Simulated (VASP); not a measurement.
# AlN (Fm-3m) in VASP: a series of runs, part 2 of 2

VASP 6.6.1. Earlier steps stand in the parts before.

### 4 Single point, LDA

Contents of INCAR:

```
  PREC = Accurate
  ENCUT = 520
  EDIFF = 1E-6
  ISMEAR = 0
  SIGMA = 0.01
  LREAL = F
  LASPH = T
  NELM = 80
  ALGO = Normal
  ISIF = 2
  LWAVE = F
  LCHARG = F
  GGA = CA
  NBANDS = 11
```

Contents of KPOINTS:

```
Automatic mesh
0
Gamma
  6 6 6
```

Contents of POSCAR:

```
AlN
1.0
    0.0000000000      2.0188684697      2.0188684697
    2.0188684697      0.0000000000      2.0188684697
    2.0188684697      2.0188684697      0.0000000000
Al N
1 1
Direct
    0.0000000000      0.0000000000      0.0000000000
    0.5000000000      0.5000000000      0.5000000000
```

Potentials or basis: VASP PAW LDA potentials, release 64 (Al, N).

Command:

```
$ cat potpaw_LDA.64/Al/POTCAR potpaw_LDA.64/N/POTCAR > POTCAR
$ mpirun -np 1 vasp_std > vasp.out
```

OUTCAR:

```text
PREC = Accurate
   ENCUT = 520
   EDIFF = 1E-6
   ISMEAR = 0
   LREAL = F
   LASPH = T
   NELM = 80
   ISIF = 2
   GGA = CA

 ion  position               nearest neighbor table
   1  0.000  0.000  0.000-   2 2.02   2 2.02   2 2.02   2 2.02   2 2.02   2 2.02
   2  0.500  0.500  0.500-   1 2.02   1 2.02   1 2.02   1 2.02   1 2.02   1 2.02

  LATTYP: Found a face centered cubic cell.
 ALAT       =     4.0377369394

  Lattice vectors:

 A1 = (   0.0000000000,   2.0188684697,   2.0188684697)
 A2 = (   2.0188684697,   0.0000000000,   2.0188684697)
 A3 = (   2.0188684697,   2.0188684697,   0.0000000000)

Analysis of symmetry for initial positions (statically):
=====================================================================
 Subroutine PRICEL returns:
 Original cell was already a primitive cell.

 Routine SETGRP: Setting up the symmetry group for a
 face centered cubic supercell.

 Subroutine GETGRP returns: Found 48 space group operations
 (whereof 48 operations were pure point group operations)
 out of a pool of 48 trial point group operations.

The static configuration has the point symmetry O_h .

Analysis of symmetry for dynamics (positions and initial velocities):
=====================================================================
 Subroutine PRICEL returns:
 Original cell was already a primitive cell.

 Routine SETGRP: Setting up the symmetry group for a
 face centered cubic supercell.

 Subroutine GETGRP returns: Found 48 space group operations
 (whereof 48 operations were pure point group operations)
 out of a pool of 48 trial point group operations.

The dynamic configuration has the point symmetry O_h .

 Subroutine INISYM returns: Found 48 space group operations
 (whereof 48 operations are pure point group operations),
 and found     1 'primitive' translations

----------------------------------------------------------------------------------------

                                     Primitive cell

  volume of cell :      16.4571

  direct lattice vectors                    reciprocal lattice vectors
     0.000000000  2.018868470  2.018868470    -0.247663485  0.247663485  0.247663485
     2.018868470  0.000000000  2.018868470     0.247663485 -0.247663485  0.247663485
     2.018868470  2.018868470  0.000000000     0.247663485  0.247663485 -0.247663485

  length of vectors
     2.855111170  2.855111170  2.855111170     0.428965738  0.428965738  0.428965738

  position of ions in fractional coordinates (direct lattice)
     0.000000000  0.000000000  0.000000000
     0.500000000  0.500000000  0.500000000

  ion indices of the primitive-cell ions
   primitive index   ion index
                 1           1
                 2           2

----------------------------------------------------------------------------------------

 KPOINTS: Automatic mesh

Automatic generation of k-mesh.
 Grid dimensions read from file:
 generate k-points for:    6    6    6

 Generating k-lattice:

  Cartesian coordinates                     Fractional coordinates (reciprocal lattice)
    -0.041277247  0.041277247  0.041277247     0.166666667  0.000000000  0.000000000
     0.041277247 -0.041277247  0.041277247     0.000000000  0.166666667  0.000000000
     0.041277247  0.041277247 -0.041277247     0.000000000  0.000000000  0.166666667

  Length of vectors
     0.071494290  0.071494290  0.071494290

  Shift w.r.t. Gamma in fractional coordinates (k-lattice)
     0.000000000  0.000000000  0.000000000

 Subroutine IBZKPT returns following result:
 ===========================================

 Found     16 irreducible k-points:

 Following reciprocal coordinates:
            Coordinates               Weight
  0.000000  0.000000  0.000000      1.000000
  0.166667  0.000000  0.000000      8.000000
  0.333333  0.000000  0.000000      8.000000
  0.500000  0.000000  0.000000      4.000000
  0.166667  0.166667  0.000000      6.000000
  0.333333  0.166667  0.000000     24.000000
[... 8 lines left out ...]
 -0.333333  0.333333  0.166667     24.000000
 -0.333333  0.500000  0.166667     12.000000
   k-points           NKPTS =     16   k-points in BZ     NKDIM =     16   number of bands    NBANDS=     11
   number of dos      NEDOS =    301   number of ions     NIONS =      2
   total plane-waves  NPLWV =  13824
   dimension x,y,z NGX =    24 NGY =   24 NGZ =   24
   dimension x,y,z NGXF=    48 NGYF=   48 NGZF=   48
   ions per type =               1   1
   NGX,Y,Z   is equivalent  to a cutoff of  13.97, 13.97, 13.97 a.u.
   NGXF,Y,Z  is equivalent  to a cutoff of  27.95, 27.95, 27.95 a.u.
 SYSTEM =  unknown system
   PREC   = accura    normal or accurate (medium, high low for compatibility)
   ISTART =      0    job   : 0-new  1-cont  2-samecut
   ICHARG =      2    charge: 1-file 2-atom 10-const
   ISPIN  =      1    spin polarized calculation?
   LNONCOLLINEAR =      F non collinear calculations
   LSORBIT =      F    spin-orbit coupling
   LASPH  =      T    aspherical Exc in radial PAW
   ENCUT  =  520.0 eV  38.22 Ry    6.18 a.u.   5.31  5.31  5.31*2*pi/ulx,y,z
   NELM   =     80;   NELMIN=  2; NELMDL= -5     # of ELM steps
   EDIFF  = 0.1E-05   stopping-criterion for ELM
   LREAL  =      F    real-space projection
   EDIFFG = 0.1E-04   stopping-criterion for IOM
   NSW    =      0    number of steps for IOM
   IBRION =     -1    ionic relax: 0-MD 1-quasi-New 2-CG
   NFREE  =      0    steps in history (QN), initial steepest desc. (CG)
   ISIF   =      2    stress and relaxation
   ISYM   =      2    0-nonsym 1-usesym 2-fastsym
   POTIM  = 0.5000    time-step for ionic-motion
   TEBEG  =    0.0;   TEEND  =   0.0 temperature during run
   PSTRESS=    0.0 pullay stress
   NELECT =       8.0000    total number of electrons
   NUPDOWN=      -1.0000    fix difference up-down
   EMIN   =  10.00;   EMAX   =-10.00  energy-range for DOS
   EFERMI =   0.00;   METHOD = LEGACY
   ISMEAR =     0;   SIGMA  =   0.01  broadening in eV -4-tet -1-fermi 0-gaus
   EFERMI_NEDOS =   21; number of points for ismear=-14 and -15
   IALGO  =     38    algorithm
   IMIX   =      4    mixing-type and parameters
     AMIX     =   0.40;   BMIX     =  1.00
     AMIX_MAG =   1.60;   BMIX_MAG =  1.00
  volume/ion in A,a.u.               =       8.23        55.53
  Fermi-wavevector in a.u.,A,eV,Ry     =   1.287222  2.432497 22.544045  1.656941
  Thomas-Fermi vector in A             =   2.419249
   LORBIT       =      0    0 simple, 1 ext, 2 COOP (PROOUT), +10 PAW based schemes
   GGA     = CA    functional components
   LHFCALC =     F    Hartree Fock is set to
   AEXX    =    0.0000 exact exchange contribution
   IVDW    =     0    specifies the selected vdW correction
   LEPSILON=     F    determine dielectric tensor
   LRPA    =     F    only Hartree local field effects (RPA)
 non-spin polarized calculation
 Gauss-broadening in eV      SIGMA  =   0.01
  energy-cutoff  :      520.00
  volume of cell :       16.46
 maximum number of plane-waves:       459
 NGX is ok and might be reduce to    24
   NGX = 11   NGY = 11   NGZ = 11

 number of electron       8.0000000 magnetization

 Free energy of the ion-electron system (eV)
  ---------------------------------------------------
  ext. energy  EPLUGINS =         0.00000000
  ---------------------------------------------------
  free energy    TOTEN  =       -16.22134719 eV

  energy without entropy =      -16.22134719  energy(sigma->0) =      -16.22134719

 E-fermi :   9.8336     XC(G=0): -12.5925

 val. band max:        9.7695969640   @ k =   0.0000   0.0000   0.0000
 cond. band min:      14.2646562850   @ k =   0.5000   0.5000   0.0000
 fundamental gap:      4.4950593210
 Fermi energy:         9.8335554828

 k-point     1 :       0.0000    0.0000    0.0000
  band No.  band energies     occupation
      1      -7.6782      2.00000
      2       9.7696      2.00000
      3       9.7696      2.00000
      4       9.7696      2.00000
      5      15.5988      0.00000
      6      21.8001      0.00000
      7      21.8001      0.00000
      8      21.8001      0.00000
      9      27.0346      0.00000
     10      27.4271      0.00000
     11      27.4271      0.00000
[... 197 lines left out ...]
 k-point    16 :      -0.3333    0.5000    0.1667
  band No.  band energies     occupation
      1      -3.1762      2.00000
      2       3.0919      2.00000
      3       5.1882      2.00000
      4       6.0604      2.00000
      5      16.5936      0.00000
      6      17.9919      0.00000
      7      22.3227      0.00000
      8      23.2914      0.00000
      9      27.5869      0.00000
     10      31.1958      0.00000
     11      34.5538      0.00000

------------------------ aborting loop because EDIFF is reached ----------------------------------------

  FORCE on cell =-STRESS in cart. coord.  units (eV):
  Direction    XX          YY          ZZ          XY          YZ          ZX
  --------------------------------------------------------------------------------------
  -------------------------------------------------------------------------------------
  Total       -0.4870362     -0.4870362     -0.4870362      0.0000000     -0.0000000      0.0000000
  in kB      -47.4152198    -47.4152198    -47.4152198      0.0000000     -0.0000000      0.0000000
  external PRESSURE =     -47.4152198 kB  Pullay stress =       0.0000000 kB

 VOLUME and BASIS-vectors are now :
 -----------------------------------------------------------------------------
  energy-cutoff  :      520.00
  volume of cell :       16.46
      direct lattice vectors                 reciprocal lattice vectors
     0.000000000  2.018868470  2.018868470    -0.247663485  0.247663485  0.247663485
     2.018868470  0.000000000  2.018868470     0.247663485 -0.247663485  0.247663485
     2.018868470  2.018868470  0.000000000     0.247663485  0.247663485 -0.247663485

 POSITION                                       TOTAL-FORCE (eV/Angst)
 -----------------------------------------------------------------------------------
      0.00000      0.00000      0.00000         0.000000     -0.000000      0.000000
      2.01887      2.01887      2.01887        -0.000000      0.000000     -0.000000
 -----------------------------------------------------------------------------------
    total drift:                               -0.000000     -0.000000      0.000000

  FREE ENERGIE OF THE ION-ELECTRON SYSTEM (eV)
  ---------------------------------------------------
  free  energy   TOTEN  =       -16.2213471854 eV

  energy  without entropy=      -16.2213471854  energy(sigma->0) =      -16.22134719
```

OSZICAR:

```text
N       E                     dE             d eps       ncg     rms          rms(c)
DAV:   1     0.792450207710E+01    0.79245E+01   -0.38858E+03   360   0.609E+02
DAV:   2    -0.174935669848E+02   -0.25418E+02   -0.24721E+02   430   0.130E+02
DAV:   3    -0.181014849159E+02   -0.60792E+00   -0.60675E+00   443   0.175E+01
DAV:   4    -0.181034119397E+02   -0.19270E-02   -0.19270E-02   376   0.120E+00
DAV:   5    -0.181034230654E+02   -0.11126E-04   -0.11126E-04   415   0.840E-02    0.769E+00
DAV:   6    -0.162782626317E+02    0.18252E+01   -0.82513E+00   370   0.148E+01    0.276E+00
DAV:   7    -0.162409042158E+02    0.37358E-01   -0.11914E-01   388   0.244E+00    0.171E+00
DAV:   8    -0.162214517735E+02    0.19452E-01   -0.14118E-02   358   0.108E+00    0.247E-01
DAV:   9    -0.162213454820E+02    0.10629E-03   -0.57956E-04   403   0.136E-01    0.146E-01
DAV:  10    -0.162213475893E+02   -0.21073E-05   -0.19325E-05   379   0.328E-02    0.253E-02
DAV:  11    -0.162213471854E+02    0.40388E-06   -0.56894E-07   236   0.585E-03
   1 F= -.16221347E+02 E0= -.16221347E+02  d E =-.134375E-21
```

Wall time 2.7 s (1 thread of Intel Xeon 6975P-C, shared host); peak memory 0.12 GiB.

What came out:

* Free energy: -16.2213 eV
* Pressure: -4.7 GPa
* Band gap on the k mesh: 4.50 eV, indirect (least direct gap 5.83 eV)

Caveat: the k points lie up to 0.45 Å⁻¹ apart. A k mesh can miss the band edges.

### 5 Single point, PBE

Contents of INCAR:

```
SYSTEM = AlN
PREC = Accurate
ENCUT = 520
EDIFF = 1E-7
ISMEAR = 0
SIGMA = 0.01
LREAL = .FALSE.
LASPH = .TRUE.
NELM = 100
ALGO = Normal
ISIF = 2
LWAVE = .FALSE.
LCHARG = .FALSE.
GGA = PE
NBANDS = 11
```

Contents of KPOINTS:

```
regular mesh
0
G
  8 8 8
  0 0 0
```

POSCAR is that of step 4.

Potentials or basis: VASP PAW PBE potentials, release 64 (Al, N).

Command:

```
$ cat potpaw_PBE.64/Al/POTCAR potpaw_PBE.64/N/POTCAR > POTCAR
$ mpirun -np 1 vasp_std > vasp.out
```

Run time: 4.7 s. Hardware: 1 thread of Intel Xeon 6975P-C, shared host; peak memory 0.13 GiB.

The run converged. Its results:

```
Free energy            : -14.5380 eV
Pressure               : 6.1 GPa
Band gap on the k mesh : 4.65 eV, indirect (least direct gap 5.74 eV)
```

Levels at points of the mesh, in eV from the valence-band top:
```
           k point  band 1  band 2  band 3  band 4  band 5  band 6  band 7  band 8
(0.00, 0.00, 0.00)  -17.59    0.00    0.00    0.00    5.74   12.18   12.18   12.18
(0.50, 0.00, 0.00)  -14.31   -8.33   -1.08   -1.08    6.16   11.03   11.03   13.36
(0.50, 0.50, 0.00)  -13.33   -7.41   -2.81   -2.81    4.65    5.30   14.10   17.31
```

A k mesh can miss the band edges. Expect the measured gap to be larger: semilocal functionals such as PBE lack the derivative discontinuity.

### 6 Single point, r2SCAN

POSCAR is that of step 5.

Contents of INCAR.step1:

```
SYSTEM = AlN
PREC = Accurate ; ENCUT = 520
ISMEAR = 0 ; SIGMA = 0.01
LREAL = .False. ; LASPH = .True.
NELM = 100 ; NBANDS = 11
GGA = PE ; ALGO = Normal
EDIFF = 1E-4 ; LWAVE = .True.
LCHARG = .False.
```

Contents of INCAR.step2:

```
SYSTEM = AlN
PREC = Accurate ; ENCUT = 520
EDIFF = 1E-6 ; ISMEAR = 0
SIGMA = 0.01 ; LREAL = .False.
LASPH = .True. ; NELM = 100
ALGO = Normal ; ISIF = 2
LWAVE = .False. ; LCHARG = .True.
METAGGA = R2SCAN ; LMIXTAU = .True.
LELF = .True. ; LVHAR = .True.
NBANDS = 11 ; ISTART = 1
```

Contents of KPOINTS:

```
Automatic mesh
0
Gamma
  6 6 6
  0 0 0
```

Potentials or basis: VASP PAW PBE potentials, release 64 (Al, N).

Command:

```
$ cat potpaw_PBE.64/Al/POTCAR potpaw_PBE.64/N/POTCAR > POTCAR
$ cp INCAR.step1 INCAR
$ mpirun -np 1 vasp_std > vasp.out
$ cp INCAR.step2 INCAR
$ mpirun -np 1 vasp_std > vasp.out
```

It took 13 s on 1 thread of Intel Xeon 6975P-C, shared host; peak memory 0.14 GiB.

It converged, with:

| Property | Result |
| --- | --- |
| Free energy | -18.8927 eV |
| Pressure | -0.8 GPa |
| Band gap on the k mesh | 5.52 eV, indirect (least direct gap 6.58 eV) |

Levels at points of the mesh, in eV from the valence-band top:
```
           k point  band 1  band 2  band 3  band 4  band 5  band 6  band 7  band 8
(0.00, 0.00, 0.00)  -18.44    0.00    0.00    0.00    6.58   12.92   12.92   12.92
(0.50, 0.00, 0.00)  -15.18   -8.47   -1.16   -1.16    6.93   11.94   11.94   14.70
(0.50, 0.50, 0.00)  -14.21   -7.58   -2.91   -2.91    5.52    5.97   15.43   18.77
```

Caveat: the k points lie up to 0.45 Å⁻¹ apart; the PAW data sets were made with another functional, which shifts forces and pressure a little.

### 7 Summary

```tsv
level	potentials or basis	k mesh	gap on the mesh (eV)	pressure (GPa)
PBE	VASP PAW PBE potentials, release 64 (Al, N)	6 × 6 × 6	4.64	6.1
LDA	VASP PAW LDA potentials, release 64 (Al, N)	6 × 6 × 6	4.50	-4.7
PBE	VASP PAW PBE potentials, release 64 (Al, N)	8 × 8 × 8	4.65	6.1
r2SCAN	VASP PAW PBE potentials, release 64 (Al, N)	6 × 6 × 6	5.52	-0.8
```

Alike in all rows: task single point; no spin polarisation; cell as given; cutoff (eV) 520; smearing gaussian 0.01 eV.

Caveats: some runs use coarse meshes; the PAW data sets were made with another functional, which shifts forces and pressure a little (some runs).

Total energies depend on the potentials used, so only differences within one code and one set of settings carry meaning.
